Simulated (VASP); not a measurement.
Input of a VASP 6.6.1 run:

INCAR

```
SYSTEM = PbSe
PREC = Accurate ; ENCUT = 600
EDIFF = 1E-6 ; ISMEAR = 0
SIGMA = 0.05 ; LREAL = .False.
LASPH = .True. ; NELM = 100
ALGO = Normal ; ISIF = 4
LWAVE = .False. ; LCHARG = .False.
GGA = PE ; IBRION = 2
NSW = 60 ; EDIFFG = -0.01
```

KPOINTS

```
regular mesh
0
Gamma
  8 8 6
  0 0 0
```

POSCAR

```
PbSe
1.0
    4.4652775036      0.0000000000      0.0000000000
   -2.2326387518      3.8670437530      0.0000000000
    0.0000000000      0.0000000000      7.7658758283
Pb Se
2 2
Direct
    0.0000000000      0.0000000000      0.0000000000
    0.0000000000      0.0000000000      0.5000000000
    0.3333333333      0.6666666667      0.2500000000
    0.6666666667      0.3333333333      0.7500000000
```

Potentials or basis: VASP PAW PBE potentials, release 64 (Pb_d, Se).

Command:

```sh
$ cat potpaw_PBE.64/Pb_d/POTCAR potpaw_PBE.64/Se/POTCAR > POTCAR
$ mpirun -np 1 vasp_std > vasp.out
```

**Question.** Estimate the band gap on the k mesh.

**Answer.** 0.08 eV.

Step by step:
```
step  energy change (eV)  largest force (eV/Å)  pressure (GPa)  volume (Å³)
   1              0.0000                0.0000           -3.47       134.10
   2             -0.0002                0.0000           -3.45       134.10
   3             -0.0003                0.0000           -3.43       134.10
```

Caveat: spin-orbit coupling is left out, which moves the levels of the heavy elements. A k mesh can miss the band edges.
